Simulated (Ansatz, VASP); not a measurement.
# Two plane-wave programs on Al3GaN4

INCAR

```
PREC = Accurate
ENCUT = 520
EDIFF = 1E-7
ISMEAR = 0
SIGMA = 0.05
LREAL = F
LASPH = T
NELM = 100
ALGO = Normal
ISIF = 2
LWAVE = F
LCHARG = T
GGA = PS
LELF = T
LVHAR = T
NBANDS = 31
```

KPOINTS

```
Automatic mesh
0
Gamma
  6 6 6
```

Contents of POSCAR:

```
Al3GaN4
1.0
    4.0544352532      0.0000000000      0.0000000000
    0.0000000000      4.0544352532      0.0000000000
    0.0000000000      0.0000000000      4.7595544276
Al Ga N
3 1 4
Direct
    0.5000000000      0.5000000000      0.0000000000
    0.5000000000      0.0000000000      0.5000000000
    0.0000000000      0.5000000000      0.5000000000
    0.0000000000      0.0000000000      0.0000000000
    0.7447077174      0.7447077174      0.2552922826
    0.7447077174      0.2552922826      0.7447077174
    0.2552922826      0.7447077174      0.7447077174
    0.2552922826      0.2552922826      0.2552922826
```

Input for Ansatz:

```yaml
crystal:
  lattice:
    - [4.0544352532, 0.0, 0.0]
    - [0.0, 4.0544352532, 0.0]
    - [0.0, 0.0, 4.7595544276]
  atoms:
    - { symbol: Al, position: [0.5, 0.5, 0.0] }
    - { symbol: Al, position: [0.5, 0.0, 0.5] }
    - { symbol: Al, position: [0.0, 0.5, 0.5] }
    - { symbol: Ga, position: [0.0, 0.0, 0.0] }
    - { symbol: "N", position: [0.7447077174, 0.7447077174, 0.2552922826] }
    - { symbol: "N", position: [0.7447077174, 0.2552922826, 0.7447077174] }
    - { symbol: "N", position: [0.2552922826, 0.7447077174, 0.7447077174] }
    - { symbol: "N", position: [0.2552922826, 0.2552922826, 0.2552922826] }
basis:
  ecutwfc: 420
kpoints:
  mp_grid: { grid: [6, 6, 6] }
hamiltonian:
  xc: pbesol
scf:
  occupations: { method: gaussian, width: 0.05 }
output:
  forces: true
  stress: true
  eigenvalues: true
```

Change from the starting cell: strain -0.080 along x and y, +0.080 along z, atoms carried along.

Alike in both runs: task single point; functional PBEsol; k mesh 6 × 6 × 6; occupations gaussian, width 0.05 eV; no spin polarisation.

|  | VASP | Ansatz |
| --- | --- | --- |
| version | VASP 6.6.1 | Ansatz 0.2.0 |
| potentials or method | VASP PAW PBE potentials, release 64 (Al, Ga_d, N), cutoff 520 eV | scalar-relativistic, plane waves, PAW |
| valence electrons in the cell | 42 | 42 |

```tsv
	VASP	Ansatz	Ansatz less VASP
gap on the k mesh at the Fermi level (eV)	2.71	2.72	+0.008
least direct gap on the mesh (eV)	2.84	2.85	+0.007
pressure (GPa)	19.0	19.0	-0.03
traceless stress, the component that is largest in VASP (GPa)	-21.28	-21.22	+0.061
rms of the force components (eV/Å)	0.071	0.070	-0.0013
```

VASP's potentials were made for PBE, not for PBEsol. Atom by atom the forces differ by 0.007 eV/Å (rms over components).
